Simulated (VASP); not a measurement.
A run of VASP 6.6.1:

File INCAR:

```
SYSTEM = Ru
PREC     = Accurate       ! precision mode
ENCUT    = 520            ! plane-wave cutoff, eV
EDIFF    = 1E-6           ! SCF threshold, eV
ISMEAR   = 0              ! smearing method
SIGMA    = 0.15           ! smearing width, eV
LREAL    = .FALSE.        ! projectors in reciprocal space
LASPH    = .TRUE.         ! aspherical terms in the spheres
NELM     = 100            ! most SCF steps
ALGO     = Normal         ! electronic algorithm
ISIF     = 2              ! what is computed and relaxed
LWAVE    = .FALSE.        ! write WAVECAR
LCHARG   = .FALSE.        ! write CHGCAR
GGA      = PS             ! functional
NBANDS   = 21             ! bands
```

The input KPOINTS:

```
Automatic mesh
0
G
  18 18 10
  0 0 0
```

Contents of POSCAR:

```
Ru
1.0
    2.7273000000      0.0000000000      0.0000000000
   -1.3636500000      2.3619110838      0.0000000000
    0.0000000000      0.0000000000      4.2523798375
Ru
2
Direct
    0.3333333333      0.6666666667      0.2500000000
    0.6666666667      0.3333333333      0.7500000000
```

Potentials or basis: VASP PAW PBE potentials, release 64 (Ru_pv).

Command:

```console
$ cat potpaw_PBE.64/Ru_pv/POTCAR > POTCAR
$ mpirun -np 1 vasp_std > vasp.out
```

Hardware: 1 thread of Intel(R) Xeon(R) 6975P-C (Granite Rapids) (shared host).

Q: How long does it take, and how much memory?

A: Wall time 30 s on 1 thread of Intel(R) Xeon(R) 6975P-C (Granite Rapids) (shared host), peak memory 0.21 GiB. Counts: scf iterations 11, k points 222.
